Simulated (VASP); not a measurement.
# Tl (Fd-3m) in VASP: a series of runs, part 2 of 2

VASP 6.6.1. The steps go on from the part before.

### 5 Single point, PBE (27.07 Å³/atom)

This run uses another cell than the first one, of 27.07 Å³/atom.

Input file INCAR:

```
SYSTEM = Tl
ALGO = Normal
EDIFF = 1E-6
ENCUT = 520
GGA = PE
ISIF = 2
ISMEAR = -1
LASPH = .TRUE.
LCHARG = .TRUE.
LELF = .TRUE.
LREAL = .FALSE.
LVHAR = .TRUE.
LWAVE = .FALSE.
NBANDS = 20
NELM = 100
PREC = Accurate
SIGMA = 0.05
```

Input file KPOINTS:

```
k-points
0
G
  10 10 10
  0 0 0
```

Input file POSCAR:

```
Tl
1.0
    0.0000000000      3.0027436593      3.0027436593
    3.0027436593      0.0000000000      3.0027436593
    3.0027436593      3.0027436593      0.0000000000
Tl
2
Direct
   -0.1250000000     -0.1250000000     -0.1250000000
    0.1250000000      0.1250000000      0.1250000000
```

Potentials or basis: VASP PAW PBE potentials, release 64 (Tl_d).

Run with:

```sh
> cat potpaw_PBE.64/Tl_d/POTCAR > POTCAR
> mpirun -np 1 vasp_std > vasp.out
```

OUTCAR:

```text
SYSTEM = Tl
   EDIFF = 1E-6
   ENCUT = 520
   GGA = PE
   ISIF = 2
   ISMEAR = -1
   LASPH = .TRUE.
   LREAL = .FALSE.
   NELM = 100
   PREC = Accurate

 ion  position               nearest neighbor table
   1  0.875  0.875  0.875-   2 2.60   2 2.60   2 2.60   2 2.60
   2  0.125  0.125  0.125-   1 2.60   1 2.60   1 2.60   1 2.60

  LATTYP: Found a face centered cubic cell.
 ALAT       =     6.0054873186

  Lattice vectors:

 A1 = (   0.0000000000,   3.0027436593,   3.0027436593)
 A2 = (   3.0027436593,   0.0000000000,   3.0027436593)
 A3 = (   3.0027436593,   3.0027436593,   0.0000000000)

Analysis of symmetry for initial positions (statically):
=====================================================================
 Subroutine PRICEL returns:
 Original cell was already a primitive cell.

 Routine SETGRP: Setting up the symmetry group for a
 face centered cubic supercell.

 Subroutine GETGRP returns: Found 48 space group operations
 (whereof 12 operations were pure point group operations)
 out of a pool of 48 trial point group operations.

The static configuration has the point symmetry D_3d.
 The point group associated with its full space group is O_h .

Analysis of symmetry for dynamics (positions and initial velocities):
=====================================================================
 Subroutine PRICEL returns:
 Original cell was already a primitive cell.

 Routine SETGRP: Setting up the symmetry group for a
 face centered cubic supercell.

 Subroutine GETGRP returns: Found 48 space group operations
 (whereof 12 operations were pure point group operations)
 out of a pool of 48 trial point group operations.

The dynamic configuration has the point symmetry D_3d.
 The point group associated with its full space group is O_h .

 Subroutine INISYM returns: Found 48 space group operations
 (whereof 12 operations are pure point group operations),
 and found     1 'primitive' translations

----------------------------------------------------------------------------------------

                                     Primitive cell

  volume of cell :      54.1483

  direct lattice vectors                    reciprocal lattice vectors
     0.000000000  3.002743659  3.002743659    -0.166514380  0.166514380  0.166514380
     3.002743659  0.000000000  3.002743659     0.166514380 -0.166514380  0.166514380
     3.002743659  3.002743659  0.000000000     0.166514380  0.166514380 -0.166514380

  length of vectors
     4.246520807  4.246520807  4.246520807     0.288411367  0.288411367  0.288411367

  position of ions in fractional coordinates (direct lattice)
     0.875000000  0.875000000  0.875000000
     0.125000000  0.125000000  0.125000000

  ion indices of the primitive-cell ions
   primitive index   ion index
                 1           1
                 2           2

----------------------------------------------------------------------------------------

 KPOINTS: k-points

Automatic generation of k-mesh.
 Grid dimensions read from file:
 generate k-points for:   10   10   10

 Generating k-lattice:

  Cartesian coordinates                     Fractional coordinates (reciprocal lattice)
    -0.016651438  0.016651438  0.016651438     0.100000000  0.000000000  0.000000000
     0.016651438 -0.016651438  0.016651438     0.000000000  0.100000000  0.000000000
     0.016651438  0.016651438 -0.016651438     0.000000000  0.000000000  0.100000000

  Length of vectors
     0.028841137  0.028841137  0.028841137

  Shift w.r.t. Gamma in fractional coordinates (k-lattice)
     0.000000000  0.000000000  0.000000000

 Subroutine IBZKPT returns following result:
 ===========================================

 Found     47 irreducible k-points:

 Following reciprocal coordinates:
            Coordinates               Weight
  0.000000  0.000000  0.000000      1.000000
  0.100000  0.000000  0.000000      8.000000
  0.200000  0.000000  0.000000      8.000000
  0.300000  0.000000  0.000000      8.000000
  0.400000  0.000000  0.000000      8.000000
  0.500000  0.000000  0.000000      4.000000
[... 16 lines left out ...]
  0.300000  0.300000  0.000000      6.000000
  0.400000  0.300000  0.000000     24.000000
 [... further k-points ...]
   k-points           NKPTS =     47   k-points in BZ     NKDIM =     47   number of bands    NBANDS=     20
   number of dos      NEDOS =    301   number of ions     NIONS =      2
   total plane-waves  NPLWV =  32768
   dimension x,y,z NGX =    32 NGY =   32 NGZ =   32
   dimension x,y,z NGXF=    64 NGYF=   64 NGZF=   64
   ions per type =               2
   NGX,Y,Z   is equivalent  to a cutoff of  12.53, 12.53, 12.53 a.u.
   NGXF,Y,Z  is equivalent  to a cutoff of  25.06, 25.06, 25.06 a.u.
 SYSTEM =  Tl
   PREC   = accura    normal or accurate (medium, high low for compatibility)
   ISTART =      0    job   : 0-new  1-cont  2-samecut
   ICHARG =      2    charge: 1-file 2-atom 10-const
   ISPIN  =      1    spin polarized calculation?
   LNONCOLLINEAR =      F non collinear calculations
   LSORBIT =      F    spin-orbit coupling
   LASPH  =      T    aspherical Exc in radial PAW
   ENCUT  =  520.0 eV  38.22 Ry    6.18 a.u.   7.90  7.90  7.90*2*pi/ulx,y,z
   NELM   =    100;   NELMIN=  2; NELMDL= -5     # of ELM steps
   EDIFF  = 0.1E-05   stopping-criterion for ELM
   LREAL  =      F    real-space projection
   EDIFFG = 0.1E-04   stopping-criterion for IOM
   NSW    =      0    number of steps for IOM
   IBRION =     -1    ionic relax: 0-MD 1-quasi-New 2-CG
   NFREE  =      0    steps in history (QN), initial steepest desc. (CG)
   ISIF   =      2    stress and relaxation
   ISYM   =      2    0-nonsym 1-usesym 2-fastsym
   POTIM  = 0.5000    time-step for ionic-motion
   TEBEG  =    0.0;   TEEND  =   0.0 temperature during run
   PSTRESS=    0.0 pullay stress
   NELECT =      26.0000    total number of electrons
   NUPDOWN=      -1.0000    fix difference up-down
   EMIN   =  10.00;   EMAX   =-10.00  energy-range for DOS
   EFERMI =   0.00;   METHOD = LEGACY
   ISMEAR =    -1;   SIGMA  =   0.05  broadening in eV -4-tet -1-fermi 0-gaus
   EFERMI_NEDOS =   21; number of points for ismear=-14 and -15
   IALGO  =     38    algorithm
   IMIX   =      4    mixing-type and parameters
     AMIX     =   0.40;   BMIX     =  1.00
     AMIX_MAG =   1.60;   BMIX_MAG =  1.00
  volume/ion in A,a.u.               =      27.07       182.71
  Fermi-wavevector in a.u.,A,eV,Ry     =   1.281950  2.422534 22.359751  1.643395
  Thomas-Fermi vector in A             =   2.414290
   LORBIT       =      0    0 simple, 1 ext, 2 COOP (PROOUT), +10 PAW based schemes
   GGA     = PE    functional components
   LHFCALC =     F    Hartree Fock is set to
   AEXX    =    0.0000 exact exchange contribution
   IVDW    =     0    specifies the selected vdW correction
   LEPSILON=     F    determine dielectric tensor
   LRPA    =     F    only Hartree local field effects (RPA)
 non-spin polarized calculation
  energy-cutoff  :      520.00
  volume of cell :       54.15
 maximum number of plane-waves:      1476
   NGX = 15   NGY = 15   NGZ = 15

 number of electron      26.0000007 magnetization

 Free energy of the ion-electron system (eV)
  ---------------------------------------------------
  ext. energy  EPLUGINS =         0.00000000
  ---------------------------------------------------
  free energy    TOTEN  =        -1.88766411 eV

  energy without entropy =       -1.87945325  energy(sigma->0) =       -1.88355868

 E-fermi :   6.9804     XC(G=0): -10.1744

 val. band max:        6.9257994004   @ k =  -0.4000   0.3000   0.1000
 cond. band min:       7.0076709220   @ k =   0.5000   0.3000   0.1000
 fundamental gap:      0.0818715216
 Fermi energy:         6.9803976164

 k-point     1 :       0.0000    0.0000    0.0000
  band No.  band energies     occupation
      1      -6.0434      2.00000
      2      -6.0434      2.00000
      3      -6.0434      2.00000
      4      -5.9060      2.00000
      5      -5.9060      2.00000
      6      -4.4705      2.00000
[... 12 lines left out ...]
     19      13.0671      0.00000
     20      16.6851      0.00000
[... 507 lines left out ...]
 k-point    24 :       0.4000    0.3000    0.0000
  band No.  band energies     occupation
      1      -6.2641      2.00000
      2      -6.1757      2.00000
      3      -6.1043      2.00000
      4      -5.5549      2.00000
      5      -5.4208      2.00000
      6      -5.1774      2.00000
[... 12 lines left out ...]
     19      19.2859      0.00000
     20      19.9675      0.00000

 [... further k-points ...]

------------------------ aborting loop because EDIFF is reached ----------------------------------------

  FORCE on cell =-STRESS in cart. coord.  units (eV):
  Direction    XX          YY          ZZ          XY          YZ          ZX
  --------------------------------------------------------------------------------------
  -------------------------------------------------------------------------------------
  Total        9.4222779      9.4222779      9.4222779     -0.0000000      0.0000000      0.0000000
  in kB      278.7929084    278.7929084    278.7929084     -0.0000000      0.0000000      0.0000000
  external PRESSURE =     278.7929084 kB  Pullay stress =       0.0000000 kB

 VOLUME and BASIS-vectors are now :
 -----------------------------------------------------------------------------
  energy-cutoff  :      520.00
  volume of cell :       54.15
      direct lattice vectors                 reciprocal lattice vectors
     0.000000000  3.002743659  3.002743659    -0.166514380  0.166514380  0.166514380
     3.002743659  0.000000000  3.002743659     0.166514380 -0.166514380  0.166514380
     3.002743659  3.002743659  0.000000000     0.166514380  0.166514380 -0.166514380

 POSITION                                       TOTAL-FORCE (eV/Angst)
 -----------------------------------------------------------------------------------
      5.25480      5.25480      5.25480         0.000000      0.000000      0.000000
      0.75069      0.75069      0.75069        -0.000000     -0.000000     -0.000000
 -----------------------------------------------------------------------------------
    total drift:                                0.000000      0.000000     -0.000000

  FREE ENERGIE OF THE ION-ELECTRON SYSTEM (eV)
  ---------------------------------------------------
  free  energy   TOTEN  =        -1.8876641094 eV

  energy  without entropy=       -1.8794532466  energy(sigma->0) =       -1.88355868
```

Run time: 62 s. Hardware: 1 thread of AMD EPYC 7R13, shared host; peak memory 0.16 GiB.

Results:

```yaml
Free_energy: -1.8877 eV
Pressure: 27.9 GPa
Band_gap_on_the_k_mesh: zero (bands 13 and 14 overlap by 5.73 eV)
```

Levels at points of the mesh, in eV from the Fermi level:
```tsv
k point	band 10	band 11	band 12	band 13	band 14	band 15	band 16	band 17
(0.00, 0.00, 0.00)	-11.04	-11.04	2.74	4.08	4.08	4.08	5.60	5.60
(0.50, 0.00, 0.00)	-11.00	-8.06	-5.62	1.69	1.69	2.97	6.56	6.81
(0.50, 0.50, 0.00)	-10.89	-6.37	-6.37	-0.79	-0.79	3.20	3.20	13.04
```

Caveat: the cell stands under pressure; spin-orbit coupling is left out, which moves the levels of the heavy elements.

### 6 Overview

| cell | gap on the mesh (eV) | pressure (GPa) |
| --- | --- | --- |
| a = 3.710 Å, angles 60.0°, 2 atoms | none | 158.5 |
| a = 3.996 Å, angles 60.0°, 2 atoms | none | 63.7 |
| a = 4.247 Å, angles 60.0°, 2 atoms | none | 27.9 |

Alike in all rows: task single point; level PBE; potentials or basis VASP PAW PBE potentials, release 64 (Tl_d); no spin polarisation; k mesh 10 × 10 × 10; cutoff (eV) 520; smearing fermi-dirac 0.05 eV.

Caveats: the cell stands under pressure; spin-orbit coupling is left out, which moves the levels of the heavy elements.

Absolute energies hang on the potentials; compare differences alone.
